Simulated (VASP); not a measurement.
# Zn (R-3m) in VASP: single point with PBEsol

Aim: the single point of Zn with PBEsol.

Everything below comes from runs of VASP 6.6.1. Logs are shortened: lines on timing, memory, paths and dates and some standing lists are left out, and cuts for length are marked.

## 1. The cell of the first run

Symmetry: R-3m, No. 166, trigonal system. Conventional cell: a = 2.567 Å, b = 2.567 Å, c = 25.133 Å, α = 90.00°, β = 90.00°, γ = 120.00°. Zn (site symmetry -3m) has 6 Zn at 2.57 Å within 3.4 Å.

## 2. Single point, PBEsol

The input, INCAR:

```
SYSTEM = Zn
PREC = Accurate
ENCUT = 520
EDIFF = 1E-6
ISMEAR = 1
SIGMA = 0.05
LREAL = .FALSE.
LASPH = .TRUE.
NELM = 80
ALGO = Normal
ISIF = 2
LWAVE = .FALSE.
LCHARG = .FALSE.
GGA = PS
NBANDS = 12
```

The input, KPOINTS:

```
regular mesh
0
G
  10 10 10
  0 0 0
```

The input, POSCAR:

```
Zn
1.0
    1.2834380000      0.7409930000      8.3776400000
   -1.2834380000      0.7409930000      8.3776400000
    0.0000000000     -1.4819870000      8.3776400000
Zn
1
Direct
    0.0000000000      0.0000000000      0.0000000000
```

Potentials or basis: VASP PAW PBE potentials, release 64 (Zn).

The run is started by

```
$ cat potpaw_PBE.64/Zn/POTCAR > POTCAR
$ mpirun -np 1 vasp_std > vasp.out
```

OUTCAR:

```text
SYSTEM = Zn
   PREC = Accurate
   ENCUT = 520
   EDIFF = 1E-6
   ISMEAR = 1
   LREAL = .FALSE.
   LASPH = .TRUE.
   NELM = 80
   ISIF = 2
   GGA = PS

 ion  position               nearest neighbor table
   1  0.000  0.000  0.000-

  LATTYP: Found a trigonal (rhomboedric) cell.
 ALAT       =     8.5077103674
 COS(alpha) =     0.9544850116

  Lattice vectors:

 A1 = (   1.2834380000,   0.7409930000,   8.3776400000)
 A2 = (  -1.2834380000,   0.7409930000,   8.3776400000)
 A3 = (   0.0000000000,  -1.4819870000,   8.3776400000)

Analysis of symmetry for initial positions (statically):
=====================================================================
 Subroutine PRICEL returns:
 Original cell was already a primitive cell.

 Routine SETGRP: Setting up the symmetry group for a
 trigonal (rhombohedral) supercell.

 Subroutine GETGRP returns: Found 12 space group operations
 (whereof 12 operations were pure point group operations)
 out of a pool of 12 trial point group operations.

The static configuration has the point symmetry D_3d.

Analysis of symmetry for dynamics (positions and initial velocities):
=====================================================================
 Subroutine PRICEL returns:
 Original cell was already a primitive cell.

 Routine SETGRP: Setting up the symmetry group for a
 trigonal (rhombohedral) supercell.

 Subroutine GETGRP returns: Found 12 space group operations
 (whereof 12 operations were pure point group operations)
 out of a pool of 12 trial point group operations.

The dynamic configuration has the point symmetry D_3d.

 Subroutine INISYM returns: Found 12 space group operations
 (whereof 12 operations are pure point group operations),
 and found     1 'primitive' translations

----------------------------------------------------------------------------------------

                                     Primitive cell

  volume of cell :      47.8038

  direct lattice vectors                    reciprocal lattice vectors
     1.283438000  0.740993000  8.377640000     0.389578616  0.224923301  0.039788462
    -1.283438000  0.740993000  8.377640000    -0.389578616  0.224923301  0.039788462
     0.000000000 -1.481987000  8.377640000     0.000000000 -0.449846602  0.039788435

  length of vectors
     8.507710367  8.507710367  8.507710470     0.451602825  0.451602825  0.451602796

  position of ions in fractional coordinates (direct lattice)
     0.000000000  0.000000000  0.000000000

  ion indices of the primitive-cell ions
   primitive index   ion index
                 1           1

----------------------------------------------------------------------------------------

 KPOINTS: regular mesh

Automatic generation of k-mesh.
 Grid dimensions read from file:
 generate k-points for:   10   10   10

 Generating k-lattice:

  Cartesian coordinates                     Fractional coordinates (reciprocal lattice)
     0.038957862  0.022492330  0.003978846     0.100000000  0.000000000  0.000000000
    -0.038957862  0.022492330  0.003978846     0.000000000  0.100000000  0.000000000
     0.000000000 -0.044984660  0.003978843     0.000000000  0.000000000  0.100000000

  Length of vectors
     0.045160282  0.045160282  0.045160280

  Shift w.r.t. Gamma in fractional coordinates (k-lattice)
     0.000000000  0.000000000  0.000000000

 Subroutine IBZKPT returns following result:
 ===========================================

 Found    116 irreducible k-points:

 Following reciprocal coordinates:
            Coordinates               Weight
  0.000000  0.000000  0.000000      1.000000
  0.100000  0.000000  0.000000      6.000000
  0.200000  0.000000  0.000000      6.000000
  0.300000  0.000000  0.000000      6.000000
  0.400000  0.000000 -0.000000      6.000000
  0.500000 -0.000000 -0.000000      3.000000
[... 16 lines left out ...]
  0.300000  0.300000  0.000000      6.000000
  0.400000  0.300000  0.000000     12.000000
 [... further k-points ...]
   k-points           NKPTS =    116   k-points in BZ     NKDIM =    116   number of bands    NBANDS=     12
   number of dos      NEDOS =    301   number of ions     NIONS =      1
   total plane-waves  NPLWV = 262144
   dimension x,y,z NGX =    64 NGY =   64 NGZ =   64
   dimension x,y,z NGXF=   128 NGYF=  128 NGZF=  128
   ions per type =               1
   NGX,Y,Z   is equivalent  to a cutoff of  12.51, 12.51, 12.51 a.u.
   NGXF,Y,Z  is equivalent  to a cutoff of  25.01, 25.01, 25.01 a.u.
 SYSTEM =  Zn
   PREC   = accura    normal or accurate (medium, high low for compatibility)
   ISTART =      0    job   : 0-new  1-cont  2-samecut
   ICHARG =      2    charge: 1-file 2-atom 10-const
   ISPIN  =      1    spin polarized calculation?
   LNONCOLLINEAR =      F non collinear calculations
   LSORBIT =      F    spin-orbit coupling
   LASPH  =      T    aspherical Exc in radial PAW
   ENCUT  =  520.0 eV  38.22 Ry    6.18 a.u.  15.82 15.82 15.82*2*pi/ulx,y,z
   NELM   =     80;   NELMIN=  2; NELMDL= -5     # of ELM steps
   EDIFF  = 0.1E-05   stopping-criterion for ELM
   LREAL  =      F    real-space projection
[... 7 lines left out ...]
   TEBEG  =    0.0;   TEEND  =   0.0 temperature during run
   PSTRESS=    0.0 pullay stress
   NELECT =      12.0000    total number of electrons
   NUPDOWN=      -1.0000    fix difference up-down
   EMIN   =  10.00;   EMAX   =-10.00  energy-range for DOS
   EFERMI =   0.00;   METHOD = LEGACY
   ISMEAR =     1;   SIGMA  =   0.05  broadening in eV -4-tet -1-fermi 0-gaus
   EFERMI_NEDOS =   21; number of points for ismear=-14 and -15
   IALGO  =     38    algorithm
   IMIX   =      4    mixing-type and parameters
     AMIX     =   0.40;   BMIX     =  1.00
     AMIX_MAG =   1.60;   BMIX_MAG =  1.00
  volume/ion in A,a.u.               =      47.80       322.60
  Fermi-wavevector in a.u.,A,eV,Ry     =   1.032717  1.951552 14.510665  1.066504
  Thomas-Fermi vector in A             =   2.166928
   LORBIT       =      0    0 simple, 1 ext, 2 COOP (PROOUT), +10 PAW based schemes
   GGA     = PS    functional components
   LHFCALC =     F    Hartree Fock is set to
   AEXX    =    0.0000 exact exchange contribution
   IVDW    =     0    specifies the selected vdW correction
   LEPSILON=     F    determine dielectric tensor
   LRPA    =     F    only Hartree local field effects (RPA)
 non-spin polarized calculation
 Methfessel and Paxton  Order N= 1 SIGMA  =   0.05
  energy-cutoff  :      520.00
  volume of cell :       47.80
 maximum number of plane-waves:      1301
   NGX = 31   NGY = 31   NGZ = 31

 number of electron      11.9999998 magnetization

 Free energy of the ion-electron system (eV)
  ---------------------------------------------------
  ext. energy  EPLUGINS =         0.00000000
  ---------------------------------------------------
  free energy    TOTEN  =        -1.17666784 eV

  energy without entropy =       -1.17643700  energy(sigma->0) =       -1.17659090

 E-fermi :  -1.9022     XC(G=0):  -5.4196

 val. band max:       -1.9074045938   @ k =   0.2000   0.1000  -0.0000
 cond. band min:      -1.9017185008   @ k =  -0.1000   0.1000   0.0000
 fundamental gap:      0.0056860930
 Fermi energy:        -1.9021519171

 k-point     1 :       0.0000    0.0000    0.0000
  band No.  band energies     occupation
      1     -10.9233      2.00000
      2      -9.4854      2.00000
      3      -9.4854      2.00000
      4      -8.9170      2.00000
      5      -8.9170      2.00000
      6      -8.7852      2.00000
      7      -3.0027      2.00000
      8       1.0684      0.00000
      9       5.2005      0.00000
     10       5.9946      0.00000
     11      15.4817      0.00000
     12      16.3993      0.00000

 k-point     2 :       0.1000    0.0000    0.0000
  band No.  band energies     occupation
      1     -10.6765      2.00000
      2      -9.5274      2.00000
      3      -9.4046      2.00000
      4      -9.0169      2.00000
      5      -8.9309      2.00000
      6      -8.6730      2.00000
      7      -2.6257      2.00000
      8       1.3695      0.00000
      9       5.4418      0.00000
     10       6.3556      0.00000
     11      15.5222      0.00000
     12      15.8052      0.00000

 k-point     3 :       0.2000    0.0000    0.0000
  band No.  band energies     occupation
      1     -10.1832      2.00000
      2      -9.5426      2.00000
      3      -9.2479      2.00000
      4      -9.1875      2.00000
      5      -8.9672      2.00000
      6      -8.1947      2.00000
      7      -1.5558     -0.00000
      8       2.2741      0.00000
      9       6.1853      0.00000
     10       7.3903      0.00000
     11      10.8042      0.00000
     12      15.4759      0.00000
[... 286 lines left out ...]
 k-point    23 :       0.3000    0.3000    0.0000
  band No.  band energies     occupation
      1     -10.1197      2.00000
      2      -9.4894      2.00000
      3      -9.2817      2.00000
      4      -9.0118      2.00000
      5      -8.9076      2.00000
      6      -6.9181      2.00000
      7       0.0845      0.00000
      8       3.9275      0.00000
      9       6.0151      0.00000
     10       6.9501      0.00000
     11      10.0122      0.00000
     12      12.6371      0.00000

 k-point    24 :       0.4000    0.3000    0.0000
  band No.  band energies     occupation
      1     -10.0676      2.00000
      2      -9.5759      2.00000
      3      -9.2345      2.00000
      4      -9.0726      2.00000
      5      -8.8407      2.00000
      6      -5.6410      2.00000
      7       1.3415      0.00000
      8       4.1148      0.00000
      9       5.3469      0.00000
     10       7.7919      0.00000
     11      10.1222      0.00000
     12      10.7176      0.00000

 [... further k-points ...]

------------------------ aborting loop because EDIFF is reached ----------------------------------------

  FORCE on cell =-STRESS in cart. coord.  units (eV):
  Direction    XX          YY          ZZ          XY          YZ          ZX
  --------------------------------------------------------------------------------------
  -------------------------------------------------------------------------------------
  Total       -0.8838136     -0.8838137      0.0198555      0.0000000     -0.0000000     -0.0000000
  in kB      -29.6216417    -29.6216464      0.6654727      0.0000000     -0.0000000     -0.0000000
  external PRESSURE =     -19.5259385 kB  Pullay stress =       0.0000000 kB

 VOLUME and BASIS-vectors are now :
 -----------------------------------------------------------------------------
  energy-cutoff  :      520.00
  volume of cell :       47.80
      direct lattice vectors                 reciprocal lattice vectors
     1.283438000  0.740993000  8.377640000     0.389578616  0.224923301  0.039788462
    -1.283438000  0.740993000  8.377640000    -0.389578616  0.224923301  0.039788462
     0.000000000 -1.481987000  8.377640000     0.000000000 -0.449846602  0.039788435

 POSITION                                       TOTAL-FORCE (eV/Angst)
 -----------------------------------------------------------------------------------
      0.00000      0.00000      0.00000        -0.000000     -0.000000      0.000000
 -----------------------------------------------------------------------------------
    total drift:                                0.000000     -0.000000      0.000000

  FREE ENERGIE OF THE ION-ELECTRON SYSTEM (eV)
  ---------------------------------------------------
  free  energy   TOTEN  =        -1.1766678443 eV

  energy  without entropy=       -1.1764369974  energy(sigma->0) =       -1.17659090
```

It took 3.7 min on 1 thread of Intel Xeon 6975P-C (Granite Rapids), shared host; peak memory 0.53 GiB.

What came out:

```
Free energy            : -1.1767 eV
Pressure               : -2.0 GPa
Band gap on the k mesh : zero (bands 6 and 7 overlap by 2.00 eV)
```

Caveat: the PAW data sets were made with another functional, which shifts forces and pressure a little.
